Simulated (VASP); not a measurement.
A run of VASP 6.6.1 is set up as follows.

INCAR

```
PREC = Accurate ; ENCUT = 520
EDIFF = 1E-7 ; ISMEAR = 0
SIGMA = 0.012 ; LREAL = F
LASPH = T ; NELM = 60
ALGO = Normal ; ISIF = 2
LWAVE = F ; LCHARG = F
GGA = PE ; NBANDS = 12
```

File KPOINTS:

```
regular mesh
0
Gamma
  9 9 9
```

File POSCAR:

```
LiCl
1.0
    0.0000000000      2.5647700000      2.5647700000
    2.5647700000      0.0000000000      2.5647700000
    2.5647700000      2.5647700000      0.0000000000
Cl Li
1 1
Direct
    0.5000000000      0.5000000000      0.5000000000
    0.0000000000      0.0000000000      0.0000000000
```

Potentials or basis: VASP PAW PBE potentials, release 64 (Cl, Li_sv).

The run is started by

```console
$ cat potpaw_PBE.64/Cl/POTCAR potpaw_PBE.64/Li_sv/POTCAR > POTCAR
$ mpirun -np 1 vasp_std > vasp.out
```

Q: Estimate the band gap on the k mesh.

A: 6.34 eV, direct.

 A k mesh can miss the band edges.
